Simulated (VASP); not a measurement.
# Ga2BAs3: relaxation of cell and atoms with PBE

Ga2BAs3:

```
Ga B As
1.0
    -1.90014    1.90014    8.06162
     1.90014   -1.90014    8.06162
     1.90014    1.90014   -8.06162
Ga B As
2 1 3
Direct
  0.83333 0.83333 0.00000
  0.16667 0.16667 0.00000
  0.50000 0.50000 0.00000
  0.58333 0.08333 0.50000
  0.25000 0.75000 0.50000
  0.91667 0.41667 0.50000
```

* Program: VASP 6.6.1
* Task: relaxation of cell and atoms
* Functional: PBE
* Potentials or basis: VASP PAW PBE potentials, release 64 (Ga_d, B, As)
* Cutoff: 600 eV
* k mesh: 6 × 6 × 6
* Occupations: gaussian, width 0.1 eV
* Spin: no spin polarisation
* Dipole correction: no
* Further INCAR settings: ALGO = Normal; EDIFF = 1e-06; IBRION = 2; EDIFFG = -0.04; NSW = 90; ISIF = 3

```json
{
  "Relaxed volume": "20.19 Å³/atom",
  "Relaxed cell": "a = 8.739 Å, b = 8.739 Å, c = 8.739 Å, α = 154.76°, β = 154.76°, γ = 35.99°",
  "Space group after relaxing (to 0.1 Å)": "I-4m2 (No. 119)",
  "Energy gained by relaxing": "151.5 meV/atom",
  "Ionic steps": "8",
  "Pressure after relaxing": "0.0 GPa",
  "Largest force after relaxing": "0.014 eV/Å",
  "Band gap on the k mesh": "0.45 eV"
}
```

Forces on the atoms (eV/Å):
```
Ga   0.000  0.000 -0.013
Ga   0.000  0.000  0.013
B    0.000  0.000  0.000
As   0.000  0.000  0.014
As   0.000  0.000  0.000
As   0.000  0.000 -0.014
```

Stress tensor (GPa, compression positive):
```
-0.07  0.00  0.00
 0.00 -0.07  0.00
 0.00  0.00  0.11
```

The path:
```tsv
step	energy change (eV)	largest force (eV/Å)	pressure (GPa)	volume (Å³)
1	0.0000	3.2082	6.07	116.43
2	-0.6303	0.9071	-3.71	129.25
3	-0.6351	0.8662	-3.14	128.09
4	-0.8419	0.6769	-1.06	123.27
5	-0.8820	0.5372	0.64	120.19
6	-0.9085	0.0278	0.10	120.95
7	-0.9085	0.0424	0.08	120.97
8	-0.9092	0.0138	-0.01	121.16
```

Final structure:
```
Ga B As
1.0
    -1.90907    1.90907    8.31115
     1.90907   -1.90907    8.31115
     1.90907    1.90907   -8.31115
Ga B As
2 1 3
Cartesian
  0.0000 0.0000 13.9700
  1.9091 1.9091 -5.6588
  0.0000 0.0000 8.3112
  0.0000 1.9091 1.1296
  1.9091 0.0000 4.1556
  0.0000 1.9091 7.1815
```

Levels at points of the mesh, in eV from the valence-band top:
```csv
k point,band 18,band 19,band 20,band 21,band 22,band 23,band 24,band 25,band 26
"(0.00, 0.00, 0.00)",-1.98,-1.98,-0.41,0.00,0.00,0.45,0.65,1.44,2.56
"(0.50, 0.00, 0.00)",-3.14,-2.72,-1.59,-1.03,-0.88,0.61,1.83,2.82,3.88
"(0.50, 0.50, 0.00)",-3.96,-3.84,-3.81,-3.18,-3.11,1.15,1.18,2.85,2.98
"(0.50, 0.50, 0.50)",-3.00,-1.44,-1.44,-0.77,-0.77,0.62,1.00,2.28,2.66
```

Wall time 19 min on 1 thread of Intel(R) Xeon(R) 6975P-C (Granite Rapids) (shared host), peak memory 0.8 GiB.

A k mesh can miss the band edges.
